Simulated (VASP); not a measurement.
# InP (I-4m2) in VASP: further runs

The runs below take InP through single point, with PBE.

All numbers are computed with VASP 6.6.1; they aren't measurements. Logs are shortened: lines on timing, memory, paths and dates and some standing lists are left out, and cuts for length are marked.

## (1) The cell of the first run

It takes space group I-4m2 (No. 119, tetragonal). Conventional cell: a = 4.652 Å, b = 4.652 Å, c = 4.651 Å, α = 90.00°, β = 90.00°, γ = 90.00°. In (site symmetry -4m2) has 4 P at 2.60 Å within 3.4 Å. Within 3.4 Å of P (site symmetry -4m2) lie 4 In at 2.60 Å.

## (2) Single point, PBE

Input file INCAR:

```
SYSTEM = InP
  ALGO = Normal
  EDIFF = 1E-7
  ENCUT = 520
  GGA = PE
  ISIF = 2
  ISMEAR = 0
  LASPH = .TRUE.
  LCHARG = .FALSE.
  LREAL = .FALSE.
  LWAVE = .FALSE.
  NBANDS = 16
  NELM = 100
  PREC = Accurate
  SIGMA = 0.05
```

Input file KPOINTS:

```
k-points
0
G
  10 10 10
  0 0 0
```

Input file POSCAR:

```
InP
1.0
    0.0000000000      3.2895406270      2.3257052233
    3.2895406270      0.0000000000      2.3257052233
    3.2895406270      3.2895406270      0.0000000000
In P
1 1
Direct
    0.0000000000      0.0000000000      0.0000000000
    0.7500000000      0.7500000000      0.7500000000
```

Potentials or basis: VASP PAW PBE potentials, release 64 (In_d, P).

Command:

```
$ cat potpaw_PBE.64/In_d/POTCAR potpaw_PBE.64/P/POTCAR > POTCAR
$ mpirun -np 1 vasp_std > vasp.out
```

OUTCAR:

```text
SYSTEM = InP
   EDIFF = 1E-7
   ENCUT = 520
   GGA = PE
   ISIF = 2
   ISMEAR = 0
   LASPH = .TRUE.
   LREAL = .FALSE.
   NELM = 100
   PREC = Accurate

 ion  position               nearest neighbor table
   1  0.000  0.000  0.000-   2 2.60   2 2.60   2 2.60   2 2.60
   2  0.750  0.750  0.750-   1 2.60   1 2.60   1 2.60   1 2.60

  LATTYP: Found a body centered tetragonal cell.
 ALAT       =     4.6521129687
 C/A-ratio  =     0.9998489886

  Lattice vectors:

 A1 = (   0.0000000000,  -3.2895406270,  -2.3257052233)
 A2 = (   0.0000000000,   3.2895406270,  -2.3257052233)
 A3 = (   3.2895406270,   0.0000000000,   2.3257052233)

Analysis of symmetry for initial positions (statically):
=====================================================================
 Subroutine PRICEL returns:
 Original cell was already a primitive cell.

 Routine SETGRP: Setting up the symmetry group for a
 body centered tetragonal supercell.

 Subroutine GETGRP returns: Found  8 space group operations
 (whereof  8 operations were pure point group operations)
 out of a pool of 16 trial point group operations.

The static configuration has the point symmetry D_2d.

Analysis of symmetry for dynamics (positions and initial velocities):
=====================================================================
 Subroutine PRICEL returns:
 Original cell was already a primitive cell.

 Routine SETGRP: Setting up the symmetry group for a
 body centered tetragonal supercell.

 Subroutine GETGRP returns: Found  8 space group operations
 (whereof  8 operations were pure point group operations)
 out of a pool of 16 trial point group operations.

The dynamic configuration has the point symmetry D_2d.

 Subroutine INISYM returns: Found  8 space group operations
 (whereof  8 operations are pure point group operations),
 and found     1 'primitive' translations

----------------------------------------------------------------------------------------

                                     Primitive cell

  volume of cell :      50.3333

  direct lattice vectors                    reciprocal lattice vectors
     0.000000000  3.289540627  2.325705223    -0.151996907  0.151996907  0.214988553
     3.289540627  0.000000000  2.325705223     0.151996907 -0.151996907  0.214988553
     3.289540627  3.289540627  0.000000000     0.151996907  0.151996907 -0.214988553

  length of vectors
     4.028645222  4.028645222  4.652112969     0.304016771  0.304016771  0.304016771

  position of ions in fractional coordinates (direct lattice)
     0.000000000  0.000000000  0.000000000
     0.750000000  0.750000000  0.750000000

  ion indices of the primitive-cell ions
   primitive index   ion index
                 1           1
                 2           2

----------------------------------------------------------------------------------------

 KPOINTS: k-points

Automatic generation of k-mesh.
 Grid dimensions read from file:
 generate k-points for:   10   10   10

 Generating k-lattice:

  Cartesian coordinates                     Fractional coordinates (reciprocal lattice)
    -0.015199691  0.015199691  0.021498855     0.100000000  0.000000000  0.000000000
     0.015199691 -0.015199691  0.021498855     0.000000000  0.100000000  0.000000000
     0.015199691  0.015199691 -0.021498855     0.000000000  0.000000000  0.100000000

  Length of vectors
     0.030401677  0.030401677  0.030401677

  Shift w.r.t. Gamma in fractional coordinates (k-lattice)
     0.000000000  0.000000000  0.000000000

 Subroutine IBZKPT returns following result:
 ===========================================

 Found    102 irreducible k-points:

 Following reciprocal coordinates:
            Coordinates               Weight
  0.000000  0.000000  0.000000      1.000000
  0.100000 -0.000000  0.000000      8.000000
  0.200000 -0.000000  0.000000      8.000000
  0.300000 -0.000000  0.000000      8.000000
  0.400000 -0.000000  0.000000      8.000000
  0.500000 -0.000000  0.000000      4.000000
[... 16 lines left out ...]
  0.300000  0.300000  0.000000      2.000000
  0.400000  0.300000  0.000000      8.000000
 [... further k-points ...]
   k-points           NKPTS =    102   k-points in BZ     NKDIM =    102   number of bands    NBANDS=     16
   number of dos      NEDOS =    301   number of ions     NIONS =      2
   total plane-waves  NPLWV =  32400
   dimension x,y,z NGX =    30 NGY =   30 NGZ =   36
   dimension x,y,z NGXF=    60 NGYF=   60 NGZF=   72
   ions per type =               1   1
   NGX,Y,Z   is equivalent  to a cutoff of  12.38, 12.38, 12.86 a.u.
   NGXF,Y,Z  is equivalent  to a cutoff of  24.76, 24.76, 25.73 a.u.
 SYSTEM =  InP
   PREC   = accura    normal or accurate (medium, high low for compatibility)
   ISTART =      0    job   : 0-new  1-cont  2-samecut
   ICHARG =      2    charge: 1-file 2-atom 10-const
   ISPIN  =      1    spin polarized calculation?
   LNONCOLLINEAR =      F non collinear calculations
   LSORBIT =      F    spin-orbit coupling
   LASPH  =      T    aspherical Exc in radial PAW
   ENCUT  =  520.0 eV  38.22 Ry    6.18 a.u.   7.49  7.49  8.65*2*pi/ulx,y,z
   NELM   =    100;   NELMIN=  2; NELMDL= -5     # of ELM steps
   EDIFF  = 0.1E-06   stopping-criterion for ELM
   LREAL  =      F    real-space projection
   EDIFFG = 0.1E-05   stopping-criterion for IOM
   NSW    =      0    number of steps for IOM
   IBRION =     -1    ionic relax: 0-MD 1-quasi-New 2-CG
   NFREE  =      0    steps in history (QN), initial steepest desc. (CG)
   ISIF   =      2    stress and relaxation
   ISYM   =      2    0-nonsym 1-usesym 2-fastsym
   POTIM  = 0.5000    time-step for ionic-motion
   TEBEG  =    0.0;   TEEND  =   0.0 temperature during run
   PSTRESS=    0.0 pullay stress
   NELECT =      18.0000    total number of electrons
   NUPDOWN=      -1.0000    fix difference up-down
   EMIN   =  10.00;   EMAX   =-10.00  energy-range for DOS
   EFERMI =   0.00;   METHOD = LEGACY
   ISMEAR =     0;   SIGMA  =   0.05  broadening in eV -4-tet -1-fermi 0-gaus
   EFERMI_NEDOS =   21; number of points for ismear=-14 and -15
   IALGO  =     38    algorithm
   IMIX   =      4    mixing-type and parameters
     AMIX     =   0.40;   BMIX     =  1.00
     AMIX_MAG =   1.60;   BMIX_MAG =  1.00
  volume/ion in A,a.u.               =      25.17       169.83
  Fermi-wavevector in a.u.,A,eV,Ry     =   1.162021  2.195901 18.371846  1.350293
  Thomas-Fermi vector in A             =   2.298587
   LORBIT       =      0    0 simple, 1 ext, 2 COOP (PROOUT), +10 PAW based schemes
   GGA     = PE    functional components
   LHFCALC =     F    Hartree Fock is set to
   AEXX    =    0.0000 exact exchange contribution
   IVDW    =     0    specifies the selected vdW correction
   LEPSILON=     F    determine dielectric tensor
   LRPA    =     F    only Hartree local field effects (RPA)
 non-spin polarized calculation
 Gauss-broadening in eV      SIGMA  =   0.05
  energy-cutoff  :      520.00
  volume of cell :       50.33
 maximum number of plane-waves:      1409
 NGX is ok and might be reduce to    30

 number of electron      17.9999996 magnetization

 Free energy of the ion-electron system (eV)
  ---------------------------------------------------
  ext. energy  EPLUGINS =         0.00000000
  ---------------------------------------------------
  free energy    TOTEN  =        -8.07128475 eV

  energy without entropy =       -8.07113664  energy(sigma->0) =       -8.07121070

 E-fermi :   5.5859     XC(G=0):  -9.4032

 val. band max:        5.4422404441   @ k =   0.0000   0.0000   0.0000
 cond. band min:       5.5948693593   @ k =   0.1000   0.0000   0.1000
 fundamental gap:      0.1526289152
 Fermi energy:         5.5859138712

 k-point     1 :       0.0000    0.0000    0.0000
  band No.  band energies     occupation
      1      -9.0515      2.00000
      2      -9.0515      2.00000
      3      -8.9781      2.00000
      4      -8.9541      2.00000
      5      -8.9002      2.00000
      6      -6.0979      2.00000
[... 8 lines left out ...]
     15      13.2702      0.00000
     16      14.6903      0.00000

 k-point     2 :       0.1000   -0.0000    0.0000
  band No.  band energies     occupation
      1      -9.0547      2.00000
      2      -9.0478      2.00000
      3      -8.9791      2.00000
      4      -8.9569      2.00000
      5      -8.8966      2.00000
      6      -5.9849      2.00000
[... 8 lines left out ...]
     15      13.2740      0.00000
     16      14.8821      0.00000

 k-point     3 :       0.2000   -0.0000    0.0000
  band No.  band energies     occupation
      1      -9.0691      2.00000
      2      -9.0403      2.00000
      3      -8.9798      2.00000
      4      -8.9607      2.00000
      5      -8.8853      2.00000
      6      -5.6584      2.00000
[... 8 lines left out ...]
     15      13.2379      0.00000
     16      15.9368      0.00000

 k-point     4 :       0.3000   -0.0000    0.0000
  band No.  band energies     occupation
      1      -9.0950      2.00000
      2      -9.0347      2.00000
      3      -8.9761      2.00000
      4      -8.9614      2.00000
      5      -8.8671      2.00000
      6      -5.1674      2.00000
[... 8 lines left out ...]
     15      14.2832      0.00000
     16      16.2841      0.00000
[... 324 lines left out ...]
 k-point    22 :      -0.2000    0.2000    0.0000
  band No.  band energies     occupation
      1      -9.0917      2.00000
      2      -9.0189      2.00000
      3      -8.9833      2.00000
      4      -8.9527      2.00000
      5      -8.8783      2.00000
      6      -5.1948      2.00000
[... 8 lines left out ...]
     15      14.0536      0.00000
     16      14.1773      0.00000

 k-point    23 :       0.3000    0.3000    0.0000
  band No.  band energies     occupation
      1      -9.1246      2.00000
      2      -8.9955      2.00000
      3      -8.9955      2.00000
      4      -8.9952      2.00000
      5      -8.8447      2.00000
      6      -4.4196      2.00000
[... 8 lines left out ...]
     15      14.0685      0.00000
     16      18.5337      0.00000

 k-point    24 :       0.4000    0.3000    0.0000
  band No.  band energies     occupation
      1      -9.1510      2.00000
      2      -9.0061      2.00000
      3      -8.9831      2.00000
      4      -8.9798      2.00000
      5      -8.8333      2.00000
      6      -3.9734      2.00000
[... 8 lines left out ...]
     15      15.1092      0.00000
     16      18.6698      0.00000

 [... further k-points ...]

------------------------ aborting loop because EDIFF is reached ----------------------------------------

  FORCE on cell =-STRESS in cart. coord.  units (eV):
  Direction    XX          YY          ZZ          XY          YZ          ZX
  --------------------------------------------------------------------------------------
  -------------------------------------------------------------------------------------
  Total       -0.6654146     -0.6654146      1.5288693      0.0000000      0.0000000      0.0000000
  in kB      -21.1810623    -21.1810623     48.6660147      0.0000000      0.0000000      0.0000000
  external PRESSURE =       2.1012967 kB  Pullay stress =       0.0000000 kB

 VOLUME and BASIS-vectors are now :
 -----------------------------------------------------------------------------
  energy-cutoff  :      520.00
  volume of cell :       50.33
      direct lattice vectors                 reciprocal lattice vectors
     0.000000000  3.289540627  2.325705223    -0.151996907  0.151996907  0.214988553
     3.289540627  0.000000000  2.325705223     0.151996907 -0.151996907  0.214988553
     3.289540627  3.289540627  0.000000000     0.151996907  0.151996907 -0.214988553

 POSITION                                       TOTAL-FORCE (eV/Angst)
 -----------------------------------------------------------------------------------
      0.00000      0.00000      0.00000         0.000000      0.000000      0.000000
      4.93431      4.93431      3.48856        -0.000000     -0.000000     -0.000000
 -----------------------------------------------------------------------------------
    total drift:                                0.000001      0.000001      0.000002

  FREE ENERGIE OF THE ION-ELECTRON SYSTEM (eV)
  ---------------------------------------------------
  free  energy   TOTEN  =        -8.0712847506 eV

  energy  without entropy=       -8.0711366440  energy(sigma->0) =       -8.07121070
```

Wall time 92 s (1 thread of Intel Xeon 8259CL, shared host); peak memory 0.23 GiB.

What came out:

```
Free energy            : -8.0713 eV
Pressure               : 0.2 GPa
Band gap on the k mesh : zero (bands 9 and 10 overlap by 0.26 eV)
```

Caveat: semilocal functionals underestimate gaps, so a narrow gap can read as zero; spin-orbit coupling is left out, which moves the levels of the heavy elements.

## (3) Single point, PBE

This run uses another cell than the first one, of the same volume but with other edges.

Input file INCAR:

```
ALGO     = Normal         # electronic algorithm
EDIFF    = 1E-7           # SCF threshold, eV
ENCUT    = 520            # plane-wave cutoff, eV
GGA      = PE             # functional
ISIF     = 2              # what is computed and relaxed
ISMEAR   = 0              # smearing method
LASPH    = True           # aspherical terms in the spheres
LCHARG   = False          # write CHGCAR
LREAL    = False          # projectors in reciprocal space
LWAVE    = False          # write WAVECAR
NBANDS   = 16             # bands
NELM     = 60             # most SCF steps
PREC     = Accurate       # precision mode
SIGMA    = 0.05           # smearing width, eV
```

Input file KPOINTS:

```
k-points
0
Gamma
  10 10 10
```

Input file POSCAR:

```
InP
1.0
    0.0000000000      2.6109101259      3.6918269180
    2.6109101259      0.0000000000      3.6918269180
    2.6109101259      2.6109101259      0.0000000000
In P
1 1
Direct
    0.0000000000      0.0000000000      0.0000000000
    0.7500000000      0.7500000000      0.7500000000
```

Potentials or basis: VASP PAW PBE potentials, release 64 (In_d, P).

Command:

```
$ cat potpaw_PBE.64/In_d/POTCAR potpaw_PBE.64/P/POTCAR > POTCAR
$ mpirun -np 1 vasp_std > vasp.out
```

Run time: 2.1 min. Hardware: 1 thread of Intel Xeon 8259CL, shared host; peak memory 0.23 GiB.

Results (log left out):

| Quantity | Value |
| --- | --- |
| Free energy | -7.6593 eV |
| Pressure | 1.6 GPa |
| Band gap on the k mesh | zero (bands 9 and 10 overlap by 0.29 eV) |

Stress tensor (GPa, compression positive):
```
  8.30   0.00   0.00
  0.00   8.30   0.00
  0.00   0.00 -11.85
```

Levels at points of the mesh, in eV from the Fermi level:
```tsv
k point	band 7	band 8	band 9	band 10	band 11	band 12
(0.00, 0.00, 0.00)	-2.37	-1.12	0.09	0.09	3.88	3.88
(0.50, 0.00, 0.00)	-6.22	-2.76	-0.63	-0.15	4.82	5.65
(0.50, 0.50, 0.00)	-7.64	-1.35	-1.35	2.79	3.57	6.09
(0.50, 0.00, 0.50)	-5.40	-3.26	-3.19	0.57	0.70	5.83
```

Caveat: semilocal functionals underestimate gaps, so a narrow gap can read as zero; spin-orbit coupling is left out, which moves the levels of the heavy elements.

## (4) Single point, PBE

This run uses another cell than the first one, of the same volume but with other edges.

Input file INCAR:

```
SYSTEM = InP
  PREC = Accurate
  ENCUT = 520
  EDIFF = 1E-6
  ISMEAR = 0
  SIGMA = 0.05
  LREAL = .FALSE.
  LASPH = .TRUE.
  NELM = 80
  ALGO = Normal
  ISIF = 2
  LWAVE = .FALSE.
  LCHARG = .FALSE.
  GGA = PE
  NBANDS = 16
```

Input file KPOINTS:

```
regular mesh
0
G
  10 10 10
  0 0 0
```

Input file POSCAR:

```
InP
1.0
    0.0000000000      3.0936327061      2.6295878002
    3.0936327061      0.0000000000      2.6295878002
    3.0936327061      3.0936327061      0.0000000000
In P
1 1
Direct
    0.0000000000      0.0000000000      0.0000000000
    0.7500000000      0.7500000000      0.7500000000
```

Command:

```
$ cat potpaw_PBE.64/In_d/POTCAR potpaw_PBE.64/P/POTCAR > POTCAR
$ mpirun -np 1 vasp_std > vasp.out
```

Run time: 1.9 min. Hardware: 1 thread of Intel Xeon 8259CL, shared host; peak memory 0.23 GiB.

Results (log left out):

* Free energy: -8.2960 eV
* Pressure: 2.6 GPa
* Band gap on the k mesh: 0.23 eV

Stress tensor (GPa, compression positive):
```
1.06 0.00 0.00
0.00 1.06 0.00
0.00 0.00 5.55
```

Levels at points of the mesh, in eV from the valence-band top:
```csv
k point,band 5,band 6,band 7,band 8,band 9,band 10,band 11,band 12,band 13,band 14
"(0.00, 0.00, 0.00)",-14.41,-11.83,-0.59,-0.59,0.00,0.23,3.73,3.96,3.96,7.91
"(0.50, 0.00, 0.00)",-14.38,-10.11,-6.04,-1.78,-0.89,0.82,3.94,5.34,6.95,8.71
"(0.50, 0.50, 0.00)",-14.35,-9.13,-5.40,-3.22,-3.22,0.95,0.95,9.10,9.10,9.71
"(0.50, 0.00, 0.50)",-14.40,-9.67,-6.38,-2.33,-2.23,1.74,2.44,8.11,8.16,8.66
```

Caveat: spin-orbit coupling is left out, which moves the levels of the heavy elements. A k mesh can miss the band edges.

## (5) Summary

```csv
cell,gap on the mesh (eV),pressure (GPa)
"a = 4.029, b = 4.029, c = 4.652 Å, angles 54.7, 54.7, 70.5°, 2 atoms",none,0.2
"a = 4.522, b = 4.522, c = 3.692 Å, angles 65.9, 65.9, 48.2°, 2 atoms",none,1.6
"a = 4.060, b = 4.060, c = 4.375 Å, angles 57.4, 57.4, 65.2°, 2 atoms",0.23,2.6
```

Alike in all rows: task single point; level PBE; potentials or basis VASP PAW PBE potentials, release 64 (In_d, P); no spin polarisation; k mesh 10 × 10 × 10; cutoff (eV) 520; smearing gaussian 0.05 eV.

Caveats: spin-orbit coupling is left out, which moves the levels of the heavy elements; semilocal functionals underestimate gaps, so a narrow gap can read as zero (at least some runs).

Total energies depend on the potentials used, so only differences within one code and one set of settings carry meaning.
